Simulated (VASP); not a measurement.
Set up this calculation in VASP 6.6.1, as the native input.

```yaml
Task: single point
Functional: PBE
Potentials_or_basis: VASP PAW PBE potentials, release 64 (Mo_sv)
Cutoff: 500 eV
k_mesh: 6 × 6 × 6
Occupations: gaussian, width 0.1 eV
Spin: no spin polarisation
Dipole_correction: no
Further_INCAR_settings: ALGO = Normal; EDIFF = 1e-06; NBANDS = 21
```

The structure of Mo lies in POSCAR:

```
Mo
1.0
    1.5006177316      0.8663820513      4.1419639806
   -1.5006177316      0.8663820513      4.1419639806
    0.0000000000     -1.7327641026      4.1419639806
Mo
2
Direct
    0.2499877801      0.2499877801      0.2499877801
    0.7500122199      0.7500122199      0.7500122199
```

These files were run (other wordings do the same):

INCAR

```
SYSTEM = Mo
PREC = Accurate
ENCUT = 500
EDIFF = 1E-6
ISMEAR = 0
SIGMA = 0.1
LREAL = .False.
LASPH = .True.
NELM = 120
ALGO = Normal
ISIF = 2
LWAVE = .False.
LCHARG = .False.
GGA = PE
NBANDS = 21
GGA_COMPAT = .False.
```

KPOINTS

```
Automatic mesh
0
Gamma
  6 6 6
  0 0 0
```

Potentials or basis: VASP PAW PBE potentials, release 64 (Mo_sv).

The run is started by

```sh
$ cat potpaw_PBE.64/Mo_sv/POTCAR > POTCAR
$ mpirun -np 1 vasp_std > vasp.out
```

It gave:

| Property | Result |
| --- | --- |
| Pressure | 0.5 GPa |
| Band gap on the k mesh | zero (band 14 reaches 12.70 eV, above the bottom of band 15 at 11.25 eV) |

Caveat: the k points lie up to 0.41 Å⁻¹ apart.

Wall time 20 s on 1 thread of Intel(R) Xeon(R) Platinum 8559C (Emerald Rapids), with other jobs on the host, peak memory 0.2 GiB.
